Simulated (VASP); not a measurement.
Runs of VASP 6.6.1 on ZnS (Wurtzite-2H). The structure is that of space group P6_3mc (No. 186), or close to it. The cells are those of the table. 

| cell | gap on the mesh (eV) | pressure (GPa) | largest force (eV/Å) |
| --- | --- | --- | --- |
| a = 3.811, b = 3.811, c = 6.234 Å, angles 90.0, 90.0, 120.0°, 4 atoms | 2.25 | 2.5 | (b) |
| a = 3.849, b = 3.849, c = 6.111 Å, angles 90.0, 90.0, 120.0°, 4 atoms | 2.20 | 2.4 | 0.15 |
| a = 3.735, b = 3.735, c = 6.491 Å, angles 90.0, 90.0, 120.0°, 4 atoms | 2.12 | (c) | 0.56 |
| a = 3.925, b = 3.925, c = 5.876 Å, angles 90.0, 90.0, 120.0°, 4 atoms | 2.12 | 2.8 | 0.34 |
| a = 3.887, b = 3.887, c = 5.992 Å, angles 90.0, 90.0, 120.0°, 4 atoms | 2.16 | 2.5 | 0.07 |
| a = 3.773, b = 3.773, c = 6.361 Å, angles 90.0, 90.0, 120.0°, 4 atoms | 2.20 | 2.9 | 0.46 |
| a = 3.697, b = 3.697, c = 6.626 Å, angles 90.0, 90.0, 120.0°, 4 atoms | 2.00 | (a) | 0.64 |

Alike in all rows: task single point; level PBE; potentials or basis VASP PAW PBE potentials, release 64 (Zn, S); no spin polarisation; k mesh 6 × 6 × 4; cutoff (eV) 520; smearing fermi-dirac 0.05 eV.

Q: Estimate the missing entries.

A: (a) 4.3; (b) 0.32; (c) 3.5.

A k mesh can miss the band edges.
